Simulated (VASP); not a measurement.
# NaI (I4/mmm) in VASP: further runs

Runs on NaI. Level: r2SCAN. Tasks: single point.

All numbers are computed with VASP 6.6.1; they aren't measurements. Logs are shortened: lines on timing, memory, paths and dates and some standing lists are left out, and cuts for length are marked.

## Step 1: The cell of the first run

The structure is tetragonal, space group I4/mmm (No. 139). The conventional cell has a = 4.577 Å, b = 4.577 Å, c = 6.376 Å, α = 90.00°, β = 90.00°, γ = 90.00°. Na (site symmetry 4/mmm) has 6 I at 3.19 to 3.24 Å within 4.2 Å. Within 4.2 Å of I (site symmetry 4/mmm) lie 6 Na at 3.19 to 3.24 Å.

## Step 2: Single point, r2SCAN (strain +0.000 along x and y, -0.015 along z)

The input, POSCAR:

```
NaI
1.0
    0.0000000000      3.2364000000      3.1878540000
    3.2364000000      0.0000000000      3.1878540000
    3.2364000000      3.2364000000      0.0000000000
Na I
1 1
Direct
    0.0000000000      0.0000000000      0.0000000000
    0.5000000000      0.5000000000      0.5000000000
```

The input, INCAR.step1:

```
ALGO = Normal ; EDIFF = 1E-4
ENCUT = 520 ; GGA = PE
ISMEAR = 0 ; LASPH = T
LCHARG = F ; LREAL = F
LWAVE = T ; NBANDS = 14
NELM = 60 ; PREC = Accurate
SIGMA = 0.05
```

The input, INCAR.step2:

```
ALGO = Normal ; EDIFF = 1E-7
ENCUT = 520 ; ISIF = 2
ISMEAR = 0 ; ISTART = 1
LASPH = T ; LCHARG = F
LMIXTAU = T ; LREAL = F
LWAVE = F ; METAGGA = R2SCAN
NBANDS = 14 ; NELM = 60
PREC = Accurate ; SIGMA = 0.05
```

The input, KPOINTS:

```
k-points
0
Gamma
  6 6 6
```

Potentials or basis: VASP PAW PBE potentials, release 64 (Na_pv, I).

Started as:

```bash
cat potpaw_PBE.64/Na_pv/POTCAR potpaw_PBE.64/I/POTCAR > POTCAR
cp INCAR.step1 INCAR
mpirun -np 1 vasp_std > vasp.out
cp INCAR.step2 INCAR
mpirun -np 1 vasp_std > vasp.out
```

OUTCAR:

```text
EDIFF = 1E-7
   ENCUT = 520
   ISIF = 2
   ISMEAR = 0
   ISTART = 1
   LASPH = T
   LREAL = F
   METAGGA = R2SCAN
   NELM = 60
   PREC = Accurate

 ion  position               nearest neighbor table
   1  0.000  0.000  0.000-
   2  0.500  0.500  0.500-

  LATTYP: Found a body centered tetragonal cell.
 ALAT       =     4.5769607733
 C/A-ratio  =     1.3930003589

  Lattice vectors:

 A1 = (   0.0000000000,  -3.2364000000,  -3.1878540000)
 A2 = (   0.0000000000,   3.2364000000,  -3.1878540000)
 A3 = (   3.2364000000,   0.0000000000,   3.1878540000)

Analysis of symmetry for initial positions (statically):
=====================================================================
 Subroutine PRICEL returns:
 Original cell was already a primitive cell.

 Routine SETGRP: Setting up the symmetry group for a
 body centered tetragonal supercell.

 Subroutine GETGRP returns: Found 16 space group operations
 (whereof 16 operations were pure point group operations)
 out of a pool of 16 trial point group operations.

The static configuration has the point symmetry D_4h.

Analysis of symmetry for dynamics (positions and initial velocities):
=====================================================================
 Subroutine PRICEL returns:
 Original cell was already a primitive cell.

 Routine SETGRP: Setting up the symmetry group for a
 body centered tetragonal supercell.

 Subroutine GETGRP returns: Found 16 space group operations
 (whereof 16 operations were pure point group operations)
 out of a pool of 16 trial point group operations.

The dynamic configuration has the point symmetry D_4h.

 Subroutine INISYM returns: Found 16 space group operations
 (whereof 16 operations are pure point group operations),
 and found     1 'primitive' translations

----------------------------------------------------------------------------------------

                                     Primitive cell

  volume of cell :      66.7810

  direct lattice vectors                    reciprocal lattice vectors
     0.000000000  3.236400000  3.187854000    -0.154492646  0.154492646  0.156845326
     3.236400000  0.000000000  3.187854000     0.154492646 -0.154492646  0.156845326
     3.236400000  3.236400000  0.000000000     0.154492646  0.154492646 -0.156845326

  length of vectors
     4.542763265  4.542763265  4.576960773     0.268954293  0.268954293  0.268954293

  position of ions in fractional coordinates (direct lattice)
     0.000000000  0.000000000  0.000000000
     0.500000000  0.500000000  0.500000000

  ion indices of the primitive-cell ions
   primitive index   ion index
                 1           1
                 2           2

----------------------------------------------------------------------------------------

 KPOINTS: k-points

Automatic generation of k-mesh.
 Grid dimensions read from file:
 generate k-points for:    6    6    6

 Generating k-lattice:

  Cartesian coordinates                     Fractional coordinates (reciprocal lattice)
    -0.025748774  0.025748774  0.026140888     0.166666667  0.000000000  0.000000000
     0.025748774 -0.025748774  0.026140888     0.000000000  0.166666667  0.000000000
     0.025748774  0.025748774 -0.026140888     0.000000000  0.000000000  0.166666667

  Length of vectors
     0.044825716  0.044825716  0.044825716

  Shift w.r.t. Gamma in fractional coordinates (k-lattice)
     0.000000000  0.000000000  0.000000000

 Subroutine IBZKPT returns following result:
 ===========================================

 Found     30 irreducible k-points:

 Following reciprocal coordinates:
            Coordinates               Weight
  0.000000  0.000000  0.000000      1.000000
  0.166667 -0.000000  0.000000      8.000000
  0.333333 -0.000000  0.000000      8.000000
  0.500000  0.000000  0.000000      4.000000
  0.166667  0.166667  0.000000      2.000000
  0.333333  0.166667  0.000000      8.000000
[... 16 lines left out ...]
  0.333333  0.000000  0.333333      4.000000
  0.500000  0.000000  0.333333     16.000000
 [... further k-points ...]
   k-points           NKPTS =     30   k-points in BZ     NKDIM =     30   number of bands    NBANDS=     14
   number of dos      NEDOS =    301   number of ions     NIONS =      2
   total plane-waves  NPLWV =  46656
   dimension x,y,z NGX =    36 NGY =   36 NGZ =   36
   dimension x,y,z NGXF=    72 NGYF=   72 NGZF=   72
   ions per type =               1   1
   NGX,Y,Z   is equivalent  to a cutoff of  13.17, 13.17, 13.08 a.u.
   NGXF,Y,Z  is equivalent  to a cutoff of  26.35, 26.35, 26.15 a.u.
 SYSTEM =  unknown system
   PREC   = accura    normal or accurate (medium, high low for compatibility)
   ISTART =      1    job   : 0-new  1-cont  2-samecut
   ICHARG =      0    charge: 1-file 2-atom 10-const
   ISPIN  =      1    spin polarized calculation?
   LNONCOLLINEAR =      F non collinear calculations
   LSORBIT =      F    spin-orbit coupling
   LASPH  =      T    aspherical Exc in radial PAW
   ENCUT  =  520.0 eV  38.22 Ry    6.18 a.u.   8.45  8.45  8.51*2*pi/ulx,y,z
   NELM   =     60;   NELMIN=  2; NELMDL=  0     # of ELM steps
   EDIFF  = 0.1E-06   stopping-criterion for ELM
   LREAL  =      F    real-space projection
   EDIFFG = 0.1E-05   stopping-criterion for IOM
   NSW    =      0    number of steps for IOM
   IBRION =     -1    ionic relax: 0-MD 1-quasi-New 2-CG
   NFREE  =      0    steps in history (QN), initial steepest desc. (CG)
   ISIF   =      2    stress and relaxation
   ISYM   =      2    0-nonsym 1-usesym 2-fastsym
   POTIM  = 0.5000    time-step for ionic-motion
   TEBEG  =    0.0;   TEEND  =   0.0 temperature during run
   PSTRESS=    0.0 pullay stress
   NELECT =      14.0000    total number of electrons
   NUPDOWN=      -1.0000    fix difference up-down
   EMIN   =  10.00;   EMAX   =-10.00  energy-range for DOS
   EFERMI =   0.00;   METHOD = LEGACY
   ISMEAR =     0;   SIGMA  =   0.05  broadening in eV -4-tet -1-fermi 0-gaus
   EFERMI_NEDOS =   21; number of points for ismear=-14 and -15
   IALGO  =     38    algorithm
   IMIX   =      4    mixing-type and parameters
     AMIX     =   0.40;   BMIX     =  1.00
     AMIX_MAG =   1.60;   BMIX_MAG =  1.00
  volume/ion in A,a.u.               =      33.39       225.33
  Fermi-wavevector in a.u.,A,eV,Ry     =   0.972523  1.837802 12.868405  0.945801
  Thomas-Fermi vector in A             =   2.102828
   LORBIT       =      0    0 simple, 1 ext, 2 COOP (PROOUT), +10 PAW based schemes
   METAGGA = R2SCAN    functional components
   LHFCALC =     F    Hartree Fock is set to
   AEXX    =    0.0000 exact exchange contribution
   IVDW    =     0    specifies the selected vdW correction
   LEPSILON=     F    determine dielectric tensor
   LRPA    =     F    only Hartree local field effects (RPA)
 non-spin polarized calculation
 Gauss-broadening in eV      SIGMA  =   0.05
  energy-cutoff  :      520.00
  volume of cell :       66.78
 maximum number of plane-waves:      1819
 NGX is ok and might be reduce to    36
   NGX = 17   NGY = 17   NGZ = 17

 number of electron      13.9999996 magnetization

 Free energy of the ion-electron system (eV)
  ---------------------------------------------------
  ext. energy  EPLUGINS =         0.00000000
  ---------------------------------------------------
  free energy    TOTEN  =       -31.08488340 eV

  energy without entropy =      -31.08488340  energy(sigma->0) =      -31.08488340

 E-fermi :   0.8998     XC(G=0):  -8.1332

 val. band max:        0.5923351806   @ k =   0.0000   0.0000   0.0000
 cond. band min:       5.0721846082   @ k =   0.0000   0.0000   0.0000
 fundamental gap:      4.4798494276
 Fermi energy:         0.8997986675

 k-point     1 :       0.0000    0.0000    0.0000
  band No.  band energies     occupation
      1     -22.6494      2.00000
      2     -22.6492      2.00000
      3     -22.6485      2.00000
      4     -10.8001      2.00000
      5       0.5739      2.00000
      6       0.5923      2.00000
      7       0.5923      2.00000
      8       5.0722      0.00000
      9       9.0285      0.00000
     10       9.0285      0.00000
     11       9.1276      0.00000
     12      10.8523      0.00000
     13      11.0207      0.00000
     14      11.7199      0.00000

 k-point     2 :       0.1667   -0.0000    0.0000
  band No.  band energies     occupation
      1     -22.6504      2.00000
      2     -22.6495      2.00000
      3     -22.6487      2.00000
      4     -10.7182      2.00000
      5      -0.1412      2.00000
      6       0.5037      2.00000
      7       0.5050      2.00000
      8       5.8592      0.00000
      9       8.6110      0.00000
     10       9.2401      0.00000
     11       9.3310      0.00000
     12      10.4401      0.00000
     13      10.5366      0.00000
     14      12.3572      0.00000

 k-point     3 :       0.3333   -0.0000    0.0000
  band No.  band energies     occupation
      1     -22.6531      2.00000
      2     -22.6497      2.00000
      3     -22.6489      2.00000
      4     -10.5441      2.00000
      5      -1.2104      2.00000
      6       0.3422      2.00000
      7       0.3599      2.00000
      8       6.3572      0.00000
      9       8.8579      0.00000
     10       8.9854      0.00000
     11       9.4647      0.00000
     12      11.5479      0.00000
     13      11.5722      0.00000
     14      11.6580      0.00000
[... 324 lines left out ...]
 k-point    23 :       0.3333    0.0000    0.3333
  band No.  band energies     occupation
      1     -22.6525      2.00000
      2     -22.6505      2.00000
      3     -22.6498      2.00000
      4     -10.4788      2.00000
      5      -1.0574      2.00000
      6      -0.0395      2.00000
      7       0.0132      2.00000
      8       6.4064      0.00000
      9       6.9668      0.00000
     10       9.6370      0.00000
     11      11.3503      0.00000
     12      11.4820      0.00000
     13      12.1429      0.00000
     14      15.5493      0.00000

 k-point    24 :       0.5000    0.0000    0.3333
  band No.  band energies     occupation
      1     -22.6530      2.00000
      2     -22.6510      2.00000
      3     -22.6501      2.00000
      4     -10.3909      2.00000
      5      -1.2519      2.00000
      6      -0.4146      2.00000
      7      -0.0729      2.00000
      8       6.3543      0.00000
      9       7.2896      0.00000
     10       9.9455      0.00000
     11      10.9092      0.00000
     12      12.4361      0.00000
     13      13.8073      0.00000
     14      14.7266      0.00000

 [... further k-points ...]

------------------------ aborting loop because EDIFF is reached ----------------------------------------

  FORCE on cell =-STRESS in cart. coord.  units (eV):
  Direction    XX          YY          ZZ          XY          YZ          ZX
  --------------------------------------------------------------------------------------
  -------------------------------------------------------------------------------------
  Total       -0.0261558     -0.0261558      0.1526521      0.0000000     -0.0000000      0.0000000
  in kB       -0.6275184     -0.6275184      3.6623563      0.0000000     -0.0000000      0.0000000
  external PRESSURE =       0.8024398 kB  Pullay stress =       0.0000000 kB

 VOLUME and BASIS-vectors are now :
 -----------------------------------------------------------------------------
  energy-cutoff  :      520.00
  volume of cell :       66.78
      direct lattice vectors                 reciprocal lattice vectors
     0.000000000  3.236400000  3.187854000    -0.154492646  0.154492646  0.156845326
     3.236400000  0.000000000  3.187854000     0.154492646 -0.154492646  0.156845326
     3.236400000  3.236400000  0.000000000     0.154492646  0.154492646 -0.156845326

 POSITION                                       TOTAL-FORCE (eV/Angst)
 -----------------------------------------------------------------------------------
      0.00000      0.00000      0.00000        -0.000000      0.000000      0.000000
      3.23640      3.23640      3.18785         0.000000     -0.000000     -0.000000
 -----------------------------------------------------------------------------------
    total drift:                                0.000000      0.000000      0.000000

  FREE ENERGIE OF THE ION-ELECTRON SYSTEM (eV)
  ---------------------------------------------------
  free  energy   TOTEN  =       -31.0848834013 eV

  energy  without entropy=      -31.0848834013  energy(sigma->0) =      -31.08488340
```

Wall time 57 s (1 thread of Intel Xeon 6975P-C (Granite Rapids), shared host); peak memory 0.22 GiB.

Results:

| Property | Result |
| --- | --- |
| Free energy | -31.0849 eV |
| Pressure | 0.1 GPa |
| Band gap on the k mesh | 4.48 eV |

Stress tensor (GPa, compression positive):
```
-0.06  0.00  0.00
 0.00 -0.06  0.00
 0.00  0.00  0.37
```

Levels at points of the mesh, in eV from the valence-band top:
```
           k point  band 4  band 5  band 6  band 7  band 8  band 9  band 10  band 11
(0.00, 0.00, 0.00)  -11.39   -0.02    0.00    0.00    4.48    8.44     8.44     8.54
(0.50, 0.00, 0.00)  -11.04   -2.25   -0.33   -0.30    5.69    8.02     8.14     9.89
(0.50, 0.50, 0.00)  -10.95   -1.99   -0.81   -0.81    5.22    5.96    10.90    12.22
(0.50, 0.00, 0.50)  -10.96   -1.99   -0.80   -0.74    5.24    6.00    10.79    12.21
```

Caveat: the cell differs from its parent crystal (strain +0.000 along x and y, -0.015 along z); the PAW data sets were made with another functional, which shifts forces and pressure a little; spin-orbit coupling is left out, which moves the levels of the heavy elements.

## Step 3: Single point, r2SCAN (strain -0.015 along x and y, +0.015 along z)

The input, POSCAR:

```
NaI
1.0
    0.0000000000      3.1878540000      3.2849460000
    3.1878540000      0.0000000000      3.2849460000
    3.1878540000      3.1878540000      0.0000000000
Na I
1 1
Direct
    0.0000000000      0.0000000000      0.0000000000
    0.5000000000      0.5000000000      0.5000000000
```

The input, INCAR.step1:

```
SYSTEM = NaI
PREC     = Accurate       ! precision mode
ENCUT    = 520            ! plane-wave cutoff, eV
ISMEAR   = 0              ! smearing method
SIGMA    = 0.05           ! smearing width, eV
LREAL    = .FALSE.        ! projectors in reciprocal space
LASPH    = .TRUE.         ! aspherical terms in the spheres
NELM     = 60             ! most SCF steps
NBANDS   = 14             ! bands
GGA      = PE             ! functional
ALGO     = Normal         ! electronic algorithm
EDIFF    = 1E-4           ! SCF threshold, eV
LWAVE    = .TRUE.         ! write WAVECAR
LCHARG   = .FALSE.        ! write CHGCAR
```

The input, INCAR.step2:

```
SYSTEM = NaI
PREC     = Accurate       ! precision mode
ENCUT    = 520            ! plane-wave cutoff, eV
EDIFF    = 1E-6           ! SCF threshold, eV
ISMEAR   = 0              ! smearing method
SIGMA    = 0.05           ! smearing width, eV
LREAL    = .FALSE.        ! projectors in reciprocal space
LASPH    = .TRUE.         ! aspherical terms in the spheres
NELM     = 60             ! most SCF steps
ALGO     = Normal         ! electronic algorithm
ISIF     = 2              ! what is computed and relaxed
LWAVE    = .FALSE.        ! write WAVECAR
LCHARG   = .TRUE.         ! write CHGCAR
METAGGA  = R2SCAN         ! meta-GGA
LMIXTAU  = .TRUE.       
LELF     = .TRUE.         ! ELF
LVHAR    = .TRUE.       
NBANDS   = 14             ! bands
ISTART   = 1
```

The input, KPOINTS:

```
regular mesh
0
G
  6 6 6
  0 0 0
```

Potentials or basis: VASP PAW PBE potentials, release 64 (Na_pv, I).

Started as:

```bash
cat potpaw_PBE.64/Na_pv/POTCAR potpaw_PBE.64/I/POTCAR > POTCAR
cp INCAR.step1 INCAR
mpirun -np 1 vasp_std > vasp.out
cp INCAR.step2 INCAR
mpirun -np 1 vasp_std > vasp.out
```

Wall time 76 s (1 thread of AMD EPYC 9R45 (Zen 5), shared host); peak memory 0.19 GiB.

Results (log left out):

| Quantity | Value |
| --- | --- |
| Free energy | -31.0822 eV |
| Pressure | 0.1 GPa |
| Band gap on the k mesh | 4.47 eV |

Stress tensor (GPa, compression positive):
```
 0.38  0.00  0.00
 0.00  0.38  0.00
 0.00  0.00 -0.46
```

Levels at points of the mesh, in eV from the valence-band top:
```
           k point  band 4  band 5  band 6  band 7  band 8  band 9  band 10  band 11
(0.00, 0.00, 0.00)  -11.41   -0.03   -0.03    0.00    4.47    8.33     8.52     8.52
(0.50, 0.00, 0.00)  -11.06   -2.26   -0.36   -0.30    5.68    7.95     8.19     9.88
(0.50, 0.50, 0.00)  -10.99   -2.01   -0.75   -0.75    5.26    6.03    10.67    12.20
(0.50, 0.00, 0.50)  -10.96   -2.00   -0.89   -0.76    5.21    5.95    10.88    12.07
```

Caveat: the cell differs from its parent crystal (strain -0.015 along x and y, +0.015 along z); the PAW data sets were made with another functional, which shifts forces and pressure a little; spin-orbit coupling is left out, which moves the levels of the heavy elements.

## Step 4: Single point, r2SCAN (strain -0.015 along x and y, +0.030 along z)

The input, POSCAR:

```
NaI
1.0
    0.0000000000      3.1878540000      3.3334920000
    3.1878540000      0.0000000000      3.3334920000
    3.1878540000      3.1878540000      0.0000000000
Na I
1 1
Direct
    0.0000000000      0.0000000000      0.0000000000
    0.5000000000      0.5000000000      0.5000000000
```

The input, INCAR.step1:

```
SYSTEM = NaI
PREC     = Accurate       ! precision mode
ENCUT    = 520            ! plane-wave cutoff, eV
ISMEAR   = 0              ! smearing method
SIGMA    = 0.05           ! smearing width, eV
LREAL    = .False.        ! projectors in reciprocal space
LASPH    = .True.         ! aspherical terms in the spheres
NELM     = 60             ! most SCF steps
NBANDS   = 14             ! bands
GGA      = PE             ! functional
ALGO     = Normal         ! electronic algorithm
EDIFF    = 1E-4           ! SCF threshold, eV
LWAVE    = .True.         ! write WAVECAR
LCHARG   = .False.        ! write CHGCAR
```

The input, INCAR.step2:

```
SYSTEM = NaI
PREC     = Accurate       ! precision mode
ENCUT    = 520            ! plane-wave cutoff, eV
EDIFF    = 1E-6           ! SCF threshold, eV
ISMEAR   = 0              ! smearing method
SIGMA    = 0.05           ! smearing width, eV
LREAL    = .False.        ! projectors in reciprocal space
LASPH    = .True.         ! aspherical terms in the spheres
NELM     = 60             ! most SCF steps
ALGO     = Normal         ! electronic algorithm
ISIF     = 2              ! what is computed and relaxed
LWAVE    = .False.        ! write WAVECAR
LCHARG   = .False.        ! write CHGCAR
METAGGA  = R2SCAN         ! meta-GGA
LMIXTAU  = .True.       
NBANDS   = 14             ! bands
ISTART   = 1
```

The input, KPOINTS:

```
Automatic mesh
0
Gamma
  6 6 6
  0 0 0
```

Started as:

```bash
cat potpaw_PBE.64/Na_pv/POTCAR potpaw_PBE.64/I/POTCAR > POTCAR
cp INCAR.step1 INCAR
mpirun -np 1 vasp_std > vasp.out
cp INCAR.step2 INCAR
mpirun -np 1 vasp_std > vasp.out
```

Wall time 74 s (1 thread of AMD EPYC 9R45 (Zen 5), shared host); peak memory 0.19 GiB.

The run converged. Its results:

```
Free energy            : -31.0780 eV
Pressure               : -0.1 GPa
Band gap on the k mesh : 4.42 eV
```

Stress tensor (GPa, compression positive):
```
 0.27  0.00  0.00
 0.00  0.27  0.00
 0.00  0.00 -0.87
```

Levels at points of the mesh, in eV from the valence-band top:
```
           k point  band 4  band 5  band 6  band 7  band 8  band 9  band 10  band 11
(0.00, 0.00, 0.00)  -11.38   -0.04   -0.04    0.00    4.42    8.26     8.55     8.55
(0.50, 0.00, 0.00)  -11.04   -2.22   -0.37   -0.29    5.66    7.89     8.23     9.75
(0.50, 0.50, 0.00)  -10.99   -1.97   -0.71   -0.71    5.26    6.08    10.49    12.14
(0.50, 0.00, 0.50)  -10.94   -1.96   -0.91   -0.73    5.19    5.96    10.80    11.83
```

Caveat: the cell differs from its parent crystal (strain -0.015 along x and y, +0.030 along z); the PAW data sets were made with another functional, which shifts forces and pressure a little; spin-orbit coupling is left out, which moves the levels of the heavy elements.

(Continued in part 2 of 2.)
